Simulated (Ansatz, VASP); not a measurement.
**One calculation of Sc5Al, two programs**

```
Sc Al
1.0
     5.14325    0.00000    0.00000
    -2.57163    4.45419    0.00000
     0.00000    0.00000    4.70948
Sc Al
5 1
Direct
  0.00000 0.66667 0.00000
  0.66667 0.00000 0.00000
  0.33333 0.33333 0.00000
  0.33333 0.66667 0.50000
  0.66667 0.33333 0.50000
  0.00000 0.00000 0.50000
```

Alike in both runs: task relaxation of cell and atoms; functional PBE; k mesh 6 × 6 × 4; occupations gaussian, width 0.1 eV; no spin polarisation.

|  | VASP | Ansatz |
| --- | --- | --- |
| version | VASP 6.6.1 | Ansatz 0.2.0 |
| potentials or method | VASP PAW PBE potentials, release 64 (Sc_sv, Al), cutoff 600 eV | scalar-relativistic, plane waves, PAW |
| valence electrons in the cell | 58 | 58 |

Ansatz gave:

| Item | Value |
| --- | --- |
| gap on the k mesh at the Fermi level, each at its own relaxed structure (eV) | none |
| relaxed volume (Å³/atom) | 22.75 |
| relaxed cell length with the largest relative difference (Å) | 5.567 |

Problem. Which values does VASP return?

Solution. gap on the k mesh at the Fermi level, each at its own relaxed structure (eV): none; relaxed volume (Å³/atom): 22.83; relaxed cell length with the largest relative difference (Å): 5.577.

A gap of «none» marks a metal or a gap that the smearing closes.

Noted on VASP's run: the volume moved by over 15 % at a fixed basis, so the end points are rough.
